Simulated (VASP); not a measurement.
Set up this calculation in VASP 6.6.1, as the native input.

- Task: single point
- Functional: r2SCAN
- Dispersion: D3(BJ)
- Potentials or basis: VASP PAW PBE potentials, release 64 (Mg, O)
- Cutoff: 520 eV
- k mesh: 10 × 10 × 10
- Occupations: fermi-dirac, width 0.05 eV
- Spin: no spin polarisation
- Dipole correction: no
- Further INCAR settings: ALGO = Normal; EDIFF = 1e-07; NBANDS = 11

The system is MgO.

```
Mg O
1.0
     0.00000    2.27293    2.27293
     2.27293    0.00000    2.27293
     2.27293    2.27293    0.00000
Mg O
1 1
Direct
  0.50000 0.50000 0.50000
  0.75000 0.75000 0.75000
```

One way to write it, as run:

POSCAR

```
MgO
1.0
    0.0000000000      2.2729265244      2.2729265244
    2.2729265244      0.0000000000      2.2729265244
    2.2729265244      2.2729265244      0.0000000000
Mg O
1 1
Direct
    0.5000000000      0.5000000000      0.5000000000
    0.7500000000      0.7500000000      0.7500000000
```

INCAR.step1

```
SYSTEM = MgO
PREC = Accurate ; ENCUT = 520
ISMEAR = -1 ; SIGMA = 0.05
LREAL = .False. ; LASPH = .True.
NELM = 60 ; NBANDS = 11
GGA = PE ; ALGO = Normal
EDIFF = 1E-4 ; LWAVE = .True.
LCHARG = .False.
```

INCAR.step2

```
SYSTEM = MgO
PREC = Accurate ; ENCUT = 520
EDIFF = 1E-7 ; ISMEAR = -1
SIGMA = 0.05 ; LREAL = .False.
LASPH = .True. ; NELM = 60
ALGO = Normal ; ISIF = 2
LWAVE = .False. ; LCHARG = .False.
METAGGA = R2SCAN ; LMIXTAU = .True.
IVDW = 12 ; VDW_S6 = 1.0
VDW_S8 = 0.78981345 ; VDW_A1 = 0.49484001
VDW_A2 = 5.73083694 ; NBANDS = 11
ISTART = 1
```

KPOINTS

```
regular mesh
0
Gamma
  10 10 10
  0 0 0
```

Potentials or basis: VASP PAW PBE potentials, release 64 (Mg, O).

The run is started by

```sh
$ cat potpaw_PBE.64/Mg/POTCAR potpaw_PBE.64/O/POTCAR > POTCAR
$ cp INCAR.step1 INCAR
$ mpirun -np 1 vasp_std > vasp.out
$ cp INCAR.step2 INCAR
$ mpirun -np 1 vasp_std > vasp.out
```

Results of the run:

The pressure is -0.5 GPa, the band gap on the k mesh is 4.39 eV, direct and the dispersion energy per atom is -0.110 eV.

Caveat: the PAW data sets were made with another functional, which shifts forces and pressure a little.

It took 20 s on 1 thread of Intel(R) Xeon(R) 6975P-C (Granite Rapids), on a shared host, peak memory 0.16 GiB.
